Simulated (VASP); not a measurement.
Wanted: the native input for a VASP 6.6.1 run.

```yaml
Task: single point
Functional: PBE
Potentials_or_basis: VASP PAW PBE potentials, release 64 (Ru_pv)
Cutoff: 520 eV
k_mesh: 18 × 18 × 10
Occupations: fermi-dirac, width 0.05 eV
Spin: no spin polarisation
Dipole_correction: no
Further_INCAR_settings: ALGO = Normal; EDIFF = 1e-07; NBANDS = 21
```

The structure of Ru lies in POSCAR:

```
Ru
1.0
    2.4097189705      0.0000000000      0.0000000000
   -1.2048594853      2.0868778445      0.0000000000
    0.0000000000      0.0000000000      3.8501403993
Ru
2
Direct
    0.3333333333      0.6666666667      0.2500000000
    0.6666666667      0.3333333333      0.7500000000
```

The input as run:

INCAR

```
PREC = Accurate
ENCUT = 520
EDIFF = 1E-7
ISMEAR = -1
SIGMA = 0.05
LREAL = F
LASPH = T
NELM = 100
ALGO = Normal
ISIF = 2
LWAVE = F
LCHARG = F
GGA = PE
NBANDS = 21
```

KPOINTS

```
regular mesh
0
Gamma
  18 18 10
```

Potentials or basis: VASP PAW PBE potentials, release 64 (Ru_pv).

The run is started by

```bash
$ cat potpaw_PBE.64/Ru_pv/POTCAR > POTCAR
$ mpirun -np 1 vasp_std > vasp.out
```

It gave:

```yaml
Pressure: 252.9 GPa
Band_gap_on_the_k_mesh: zero (bands 14 and 15 overlap by 5.31 eV)
```

Caveat: the cell stands under pressure.

Wall time 2.3 min on 1 thread of Intel Xeon 8259CL, with other jobs on the host, peak memory 0.19 GiB.
